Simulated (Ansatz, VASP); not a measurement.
## ZnS: VASP beside Ansatz

Contents of INCAR:

```
SYSTEM = ZnS
  PREC = Accurate
  ENCUT = 520
  EDIFF = 1E-7
  ISMEAR = 0
  SIGMA = 0.01
  LREAL = .False.
  LASPH = .True.
  NELM = 80
  ALGO = Normal
  ISIF = 2
  LWAVE = .False.
  LCHARG = .True.
  GGA = PE
  LELF = .True.
  LVHAR = .True.
  NBANDS = 16
```

KPOINTS

```
Automatic mesh
0
Gamma
  6 6 6
  0 0 0
```

Contents of POSCAR:

```
ZnS
1.0
    0.0000000000      2.6661981476      2.6661981476
    2.6661981476      0.0000000000      2.6661981476
    2.6661981476      2.6661981476      0.0000000000
Zn S
1 1
Direct
    0.0000000000      0.0000000000      0.0000000000
    0.2500000000      0.2500000000      0.2500000000
```

Input for Ansatz:

```yaml
crystal:
  lattice:
    - [0.0, 2.6661981476, 2.6661981476]
    - [2.6661981476, 0.0, 2.6661981476]
    - [2.6661981476, 2.6661981476, 0.0]
  atoms:
    - { symbol: Zn, position: [0.0, 0.0, 0.0] }
    - { symbol: S, position: [0.25, 0.25, 0.25] }
kpoints:
  mp_grid: { grid: [6, 6, 6] }
hamiltonian:
  xc: pbe
scf:
  occupations: { method: fixed }
  n_extra_bands: 4
output:
  forces: true
  stress: true
  eigenvalues: true
```

Alike in both runs: task single point; functional PBE; k mesh 6 × 6 × 6; no spin polarisation.

|  | VASP | Ansatz |
| --- | --- | --- |
| version | VASP 6.6.1 | Ansatz 0.2.0 |
| potentials or method | VASP PAW PBE potentials, release 64 (Zn, S) | plane waves, PAW |
| plane-wave cutoff (eV) | 520 | 420 |
| occupations | gaussian, width 0.01 eV | fixed |
| valence electrons in the cell | 18 | 18 |

|  | VASP | Ansatz | Ansatz less VASP |
| --- | --- | --- | --- |
| gap on the k mesh at the Fermi level (eV) | 2.29 | 2.28 | -0.008 |
| pressure (GPa) | 5.1 | 5.0 | -0.17 |
